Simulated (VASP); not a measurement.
A run of VASP 6.6.1:

The input INCAR:

```
SYSTEM = Li
  ALGO = Normal
  EDIFF = 1E-6
  EDIFFG = -0.005
  ENCUT = 600
  GGA = PE
  IBRION = 2
  ISIF = 3
  ISMEAR = -1
  LASPH = .True.
  LCHARG = .False.
  LREAL = .False.
  LWAVE = .False.
  NELM = 100
  NSW = 60
  PREC = Accurate
  SIGMA = 0.08
```

Contents of KPOINTS:

```
k-points
0
Gamma
  18 18 18
  0 0 0
```

File POSCAR:

```
Li
1.0
   -1.7154021332      1.7154021332      1.7154021332
    1.7154021332     -1.7154021332      1.7154021332
    1.7154021332      1.7154021332     -1.7154021332
Li
1
Direct
    0.0000000000      0.0000000000      0.0000000000
```

Potentials or basis: VASP PAW PBE potentials, release 64 (Li_sv).

Run with:

```console
$ cat potpaw_PBE.64/Li_sv/POTCAR > POTCAR
$ mpirun -np 1 vasp_std > vasp.out
```

Hardware: 1 thread of Intel(R) Xeon(R) Platinum 8259CL CPU @ 2.50GHz (Skylake/Cascade Lake) (shared host).

Task: How long does it take, and how much memory?

Result: It took 20 s on 1 thread of Intel(R) Xeon(R) Platinum 8259CL CPU @ 2.50GHz (Skylake/Cascade Lake), with other jobs on the host, peak memory 0.14 GiB. Counts: scf iterations 19, k points 195, ion steps 3.
